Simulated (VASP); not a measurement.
# Rh (P6_3/mmc) in VASP: further runs

The runs below take Rh through single point, with PBE, PBEsol.

Program: VASP 6.6.1. These are calculated values, not measurements. Logs are shortened: lines on timing, memory, paths and dates and some standing lists are left out, and cuts for length are marked.

**1. The cell of the first run**

Symmetry: P6_3/mmc, No. 194, hexagonal system. Conventional cell: a = 2.731 Å, b = 2.731 Å, c = 4.428 Å, α = 90.00°, β = 90.00°, γ = 120.00°. Within 3.6 Å of Rh (site symmetry -6m2) lie 12 Rh at 2.72 to 2.73 Å.

**2. Single point, PBE**

The input, INCAR:

```
SYSTEM = Rh
  PREC = Accurate
  ENCUT = 520
  EDIFF = 1E-6
  ISMEAR = -1
  SIGMA = 0.05
  LREAL = .FALSE.
  LASPH = .TRUE.
  NELM = 100
  ALGO = Fast
  ISIF = 2
  LWAVE = .FALSE.
  LCHARG = .FALSE.
  GGA = PE
  NBANDS = 22
```

The input, KPOINTS:

```
regular mesh
0
G
  11 11 6
  0 0 0
```

The input, POSCAR:

```
Rh
1.0
    2.7309790422      0.0000000000      0.0000000000
   -1.3654895211      2.3650972278      0.0000000000
    0.0000000000      0.0000000000      4.4284890000
Rh
2
Direct
    0.3333333333      0.6666666667      0.2500000000
    0.6666666667      0.3333333333      0.7500000000
```

Potentials or basis: VASP PAW PBE potentials, release 64 (Rh_pv).

Run with:

```
cat potpaw_PBE.64/Rh_pv/POTCAR > POTCAR
mpirun -np 1 vasp_std > vasp.out
```

OUTCAR:

```text
SYSTEM = Rh
   PREC = Accurate
   ENCUT = 520
   EDIFF = 1E-6
   ISMEAR = -1
   LREAL = .FALSE.
   LASPH = .TRUE.
   NELM = 100
   ISIF = 2
   GGA = PE

 ion  position               nearest neighbor table
   1  0.333  0.667  0.250-   2 2.72   2 2.72   2 2.72   2 2.72   2 2.72   2 2.72
   2  0.667  0.333  0.750-   1 2.72   1 2.72   1 2.72   1 2.72   1 2.72   1 2.72

  LATTYP: Found a hexagonal cell.
 ALAT       =     2.7309790422
 C/A-ratio  =     1.6215756077

  Lattice vectors:

 A1 = (   2.7309790422,   0.0000000000,   0.0000000000)
 A2 = (  -1.3654895211,   2.3650972278,   0.0000000000)
 A3 = (   0.0000000000,   0.0000000000,   4.4284890000)

Analysis of symmetry for initial positions (statically):
=====================================================================
 Subroutine PRICEL returns:
 Original cell was already a primitive cell.

 Routine SETGRP: Setting up the symmetry group for a
 hexagonal supercell.

 Subroutine GETGRP returns: Found 24 space group operations
 (whereof 12 operations were pure point group operations)
 out of a pool of 24 trial point group operations.

The static configuration has the point symmetry D_3d.
 The point group associated with its full space group is D_6h.

Analysis of symmetry for dynamics (positions and initial velocities):
=====================================================================
 Subroutine PRICEL returns:
 Original cell was already a primitive cell.

 Routine SETGRP: Setting up the symmetry group for a
 hexagonal supercell.

 Subroutine GETGRP returns: Found 24 space group operations
 (whereof 12 operations were pure point group operations)
 out of a pool of 24 trial point group operations.

The dynamic configuration has the point symmetry D_3d.
 The point group associated with its full space group is D_6h.

 Subroutine INISYM returns: Found 24 space group operations
 (whereof 12 operations are pure point group operations),
 and found     1 'primitive' translations

----------------------------------------------------------------------------------------

                                     Primitive cell

  volume of cell :      28.6037

  direct lattice vectors                    reciprocal lattice vectors
     2.730979042  0.000000000  0.000000000     0.366169049  0.211407799  0.000000000
    -1.365489521  2.365097228  0.000000000     0.000000000  0.422815599  0.000000000
     0.000000000  0.000000000  4.428489000     0.000000000  0.000000000  0.225810655

[... 73 lines left out ...]
 SYSTEM =  Rh
   PREC   = accura    normal or accurate (medium, high low for compatibility)
   ISTART =      0    job   : 0-new  1-cont  2-samecut
   ICHARG =      2    charge: 1-file 2-atom 10-const
   ISPIN  =      1    spin polarized calculation?
   LNONCOLLINEAR =      F non collinear calculations
   LSORBIT =      F    spin-orbit coupling
   LASPH  =      T    aspherical Exc in radial PAW
   ENCUT  =  520.0 eV  38.22 Ry    6.18 a.u.   5.08  5.08  8.23*2*pi/ulx,y,z
   NELM   =    100;   NELMIN=  2; NELMDL= -5     # of ELM steps
   EDIFF  = 0.1E-05   stopping-criterion for ELM
   LREAL  =      F    real-space projection
   EDIFFG = 0.1E-04   stopping-criterion for IOM
   NSW    =      0    number of steps for IOM
   IBRION =     -1    ionic relax: 0-MD 1-quasi-New 2-CG
   NFREE  =      0    steps in history (QN), initial steepest desc. (CG)
   ISIF   =      2    stress and relaxation
   ISYM   =      2    0-nonsym 1-usesym 2-fastsym
   POTIM  = 0.5000    time-step for ionic-motion
   TEBEG  =    0.0;   TEEND  =   0.0 temperature during run
   PSTRESS=    0.0 pullay stress
   NELECT =      30.0000    total number of electrons
   NUPDOWN=      -1.0000    fix difference up-down
   EMIN   =  10.00;   EMAX   =-10.00  energy-range for DOS
   EFERMI =   0.00;   METHOD = LEGACY
   ISMEAR =    -1;   SIGMA  =   0.05  broadening in eV -4-tet -1-fermi 0-gaus
   EFERMI_NEDOS =   21; number of points for ismear=-14 and -15
   IALGO  =     68    algorithm
   IMIX   =      4    mixing-type and parameters
     AMIX     =   0.40;   BMIX     =  1.00
     AMIX_MAG =   1.60;   BMIX_MAG =  1.00
  volume/ion in A,a.u.               =      14.30        96.51
  Fermi-wavevector in a.u.,A,eV,Ry     =   1.663314  3.143208 37.642066  2.766614
  Thomas-Fermi vector in A             =   2.750053
   LORBIT       =      0    0 simple, 1 ext, 2 COOP (PROOUT), +10 PAW based schemes
   GGA     = PE    functional components
   LHFCALC =     F    Hartree Fock is set to
   AEXX    =    0.0000 exact exchange contribution
   IVDW    =     0    specifies the selected vdW correction
   LEPSILON=     F    determine dielectric tensor
   LRPA    =     F    only Hartree local field effects (RPA)
 non-spin polarized calculation
 RMM-DIIS sequential band-by-band and
  energy-cutoff  :      520.00
  volume of cell :       28.60
 maximum number of plane-waves:       785
   NGX = 11   NGY = 11   NGZ = 17

 number of electron      30.0000009 magnetization

 Free energy of the ion-electron system (eV)
  ---------------------------------------------------
  ext. energy  EPLUGINS =         0.00000000
  ---------------------------------------------------
  free energy    TOTEN  =       -14.44548710 eV

  energy without entropy =      -14.41536013  energy(sigma->0) =      -14.43042362

 E-fermi :  11.2713     XC(G=0): -13.7772

 val. band max:       11.2594241991   @ k =   0.3636   0.1818   0.3333
 cond. band min:      11.2725161712   @ k =   0.0909   0.0909   0.3333
 fundamental gap:      0.0130919721
 Fermi energy:        11.2713214118

 k-point     1 :       0.0000    0.0000    0.0000
  band No.  band energies     occupation
      1     -35.7565      2.00000
      2     -35.1877      2.00000
      3     -35.1877      2.00000
      4     -35.1072      2.00000
      5     -35.0949      2.00000
      6     -35.0949      2.00000
[... 589 lines left out ...]
     21      27.1402      0.00000
     22      28.5433      0.00000

 [... further k-points ...]
[... 5 lines left out ...]
  --------------------------------------------------------------------------------------
  -------------------------------------------------------------------------------------
  Total       -0.5133289     -0.5133289     -0.7387441      0.0000000      0.0000000      0.0000000
  in kB      -28.7530118    -28.7530118    -41.3791601      0.0000000      0.0000000      0.0000000
  external PRESSURE =     -32.9617279 kB  Pullay stress =       0.0000000 kB

 VOLUME and BASIS-vectors are now :
 -----------------------------------------------------------------------------
  energy-cutoff  :      520.00
  volume of cell :       28.60
      direct lattice vectors                 reciprocal lattice vectors
     2.730979042  0.000000000  0.000000000     0.366169049  0.211407799  0.000000000
    -1.365489521  2.365097228  0.000000000     0.000000000  0.422815599  0.000000000
     0.000000000  0.000000000  4.428489000     0.000000000  0.000000000  0.225810655

 POSITION                                       TOTAL-FORCE (eV/Angst)
 -----------------------------------------------------------------------------------
     -0.00000      1.57673      1.10712         0.000000      0.000000      0.000000
      1.36549      0.78837      3.32137        -0.000000     -0.000000      0.000000
 -----------------------------------------------------------------------------------
    total drift:                               -0.000000      0.000000     -0.000000

  FREE ENERGIE OF THE ION-ELECTRON SYSTEM (eV)
  ---------------------------------------------------
  free  energy   TOTEN  =       -14.4454871013 eV

  energy  without entropy=      -14.4153601320  energy(sigma->0) =      -14.43042362
```

OSZICAR:

```text
N       E                     dE             d eps       ncg     rms          rms(c)
DAV:   1     0.325400471730E+03    0.32540E+03   -0.19147E+04  2832   0.158E+03
DAV:   2    -0.847864099764E+01   -0.33388E+03   -0.32244E+03  2924   0.471E+02
DAV:   3    -0.153707873668E+02   -0.68921E+01   -0.68563E+01  3314   0.765E+01
DAV:   4    -0.154171400823E+02   -0.46353E-01   -0.46349E-01  3098   0.628E+00
DAV:   5    -0.154178744705E+02   -0.73439E-03   -0.73438E-03  3320   0.825E-01    0.132E+01
RMM:   6    -0.144763896120E+02    0.94148E+00   -0.21871E+00  2894   0.125E+01    0.458E+00
RMM:   7    -0.144511572644E+02    0.25232E-01   -0.97576E-02  2967   0.250E+00    0.206E+00
RMM:   8    -0.144464542393E+02    0.47030E-02   -0.18959E-02  3062   0.132E+00    0.420E-01
RMM:   9    -0.144454835344E+02    0.97070E-03   -0.22633E-03  3231   0.435E-01    0.371E-02
RMM:  10    -0.144454876787E+02   -0.41443E-05   -0.23256E-04  3261   0.157E-01    0.160E-02
RMM:  11    -0.144454875279E+02    0.15079E-06   -0.33846E-05  3329   0.669E-02    0.455E-03
RMM:  12    -0.144454871013E+02    0.42666E-06   -0.93396E-06  3349   0.343E-02
   1 F= -.14445487E+02 E0= -.14430424E+02  d E =-.301270E-01
```

Wall time 29 s (1 thread of Intel Xeon Platinum 8259CL at 2.50GHz (Skylake/Cascade Lake), shared host); peak memory 0.16 GiB.

Results:

| Item | Value |
| --- | --- |
| Free energy | -14.4455 eV |
| Pressure | -3.3 GPa |
| Band gap on the k mesh | zero (band 15 reaches 11.85 eV, above the bottom of band 16 at 9.65 eV) |

Stress tensor (GPa, compression positive):
```
-2.88  0.00  0.00
 0.00 -2.88  0.00
 0.00  0.00 -4.14
```

**3. Single point, PBEsol**

This run uses another cell than the first one, of 13.44 Å³/atom, 0.940 times its volume.

The input, INCAR:

```
ALGO = Normal
EDIFF = 1E-6
ENCUT = 520
GGA = PS
ISIF = 2
ISMEAR = -1
LASPH = T
LCHARG = F
LREAL = F
LWAVE = F
NBANDS = 22
NELM = 60
PREC = Accurate
SIGMA = 0.05
```

The input, KPOINTS:

```
k-points
0
Gamma
  11 11 6
```

The input, POSCAR:

```
Rh
1.0
    2.6752291329      0.0000000000      0.0000000000
   -1.3376145665      2.3168163901      0.0000000000
    0.0000000000      0.0000000000      4.3380863070
Rh
2
Direct
    0.3333333333      0.6666666667      0.2500000000
    0.6666666667      0.3333333333      0.7500000000
```

Potentials or basis: VASP PAW PBE potentials, release 64 (Rh_pv).

Run with:

```
cat potpaw_PBE.64/Rh_pv/POTCAR > POTCAR
mpirun -np 1 vasp_std > vasp.out
```

Wall time 12 s (1 thread of Intel Xeon 6975P-C (Granite Rapids), shared host); peak memory 0.15 GiB.

It converged, with:

```
Free energy            : -16.2002 eV
Pressure               : 2.4 GPa
Band gap on the k mesh : zero (band 15 reaches 12.93 eV, above the bottom of band 16 at 10.46 eV)
```

Stress tensor (GPa, compression positive):
```
2.76 0.00 0.00
0.00 2.76 0.00
0.00 0.00 1.65
```

Levels at points of the mesh, in eV from the Fermi level:
| k point | band 11 | band 12 | band 13 | band 14 | band 15 | band 16 | band 17 | band 18 | band 19 | band 20 |
| --- | --- | --- | --- | --- | --- | --- | --- | --- | --- | --- |
| (0.00, 0.00, 0.00) | -3.16 | -2.61 | -2.61 | -1.96 | -1.96 | 0.15 | 0.15 | 0.60 | 8.77 | 15.83 |
| (0.00, 0.00, 0.50) | -3.26 | -3.26 | -3.26 | -3.26 | -0.44 | -0.44 | -0.44 | -0.44 | 14.86 | 14.86 |

Caveat: the PAW data sets were made with another functional, which shifts forces and pressure a little.

**4. Single point, PBEsol**

This run uses another cell than the first one, of 13.73 Å³/atom, 0.960 times its volume.

The input, INCAR:

```
PREC = Accurate ; ENCUT = 520
EDIFF = 1E-7 ; ISMEAR = -1
SIGMA = 0.05 ; LREAL = F
LASPH = T ; NELM = 60
ALGO = Fast ; ISIF = 2
LWAVE = F ; LCHARG = F
GGA = PS ; NBANDS = 22
```

The input, KPOINTS:

```
regular mesh
0
Gamma
  11 11 6
```

The input, POSCAR:

```
Rh
1.0
    2.6940693954      0.0000000000      0.0000000000
   -1.3470346977      2.3331325361      0.0000000000
    0.0000000000      0.0000000000      4.3686372171
Rh
2
Direct
    0.3333333333      0.6666666667      0.2500000000
    0.6666666667      0.3333333333      0.7500000000
```

Run with:

```
cat potpaw_PBE.64/Rh_pv/POTCAR > POTCAR
mpirun -np 1 vasp_std > vasp.out
```

It took 18 s on 1 thread of Intel Xeon 6975P-C (Granite Rapids), shared host; peak memory 0.15 GiB.

Results (log left out):

| Quantity | Value |
| --- | --- |
| Free energy | -16.1982 eV |
| Pressure | -3.7 GPa |
| Band gap on the k mesh | zero (band 15 reaches 12.50 eV, above the bottom of band 16 at 10.13 eV) |

Stress tensor (GPa, compression positive):
```
-3.25  0.00  0.00
 0.00 -3.25  0.00
 0.00  0.00 -4.47
```

Levels at points of the mesh, in eV from the Fermi level:
| k point | band 12 | band 13 | band 14 | band 15 | band 16 | band 17 | band 18 | band 19 |
| --- | --- | --- | --- | --- | --- | --- | --- | --- |
| (0.00, 0.00, 0.00) | -2.53 | -2.53 | -1.90 | -1.90 | 0.15 | 0.15 | 0.62 | 8.56 |
| (0.00, 0.00, 0.50) | -3.15 | -3.15 | -3.15 | -0.43 | -0.43 | -0.43 | -0.43 | 14.78 |

Caveat: the PAW data sets were made with another functional, which shifts forces and pressure a little.

**5. Overview**

| level | cell | gap on the mesh (eV) | pressure (GPa) |
| --- | --- | --- | --- |
| PBE | a = 2.731, b = 2.731, c = 4.428 Å, angles 90.0, 90.0, 120.0°, 2 atoms | none | -3.3 |
| PBEsol | a = 2.675, b = 2.675, c = 4.338 Å, angles 90.0, 90.0, 120.0°, 2 atoms | none | 2.4 |
| PBEsol | a = 2.694, b = 2.694, c = 4.369 Å, angles 90.0, 90.0, 120.0°, 2 atoms | none | -3.7 |

Alike in all rows: task single point; potentials or basis VASP PAW PBE potentials, release 64 (Rh_pv); no spin polarisation; k mesh 11 × 11 × 6; cutoff (eV) 520; smearing fermi-dirac 0.05 eV.

Caveats: the PAW data sets were made with another functional, which shifts forces and pressure a little (some runs).

Absolute energies hang on the potentials; compare differences alone.
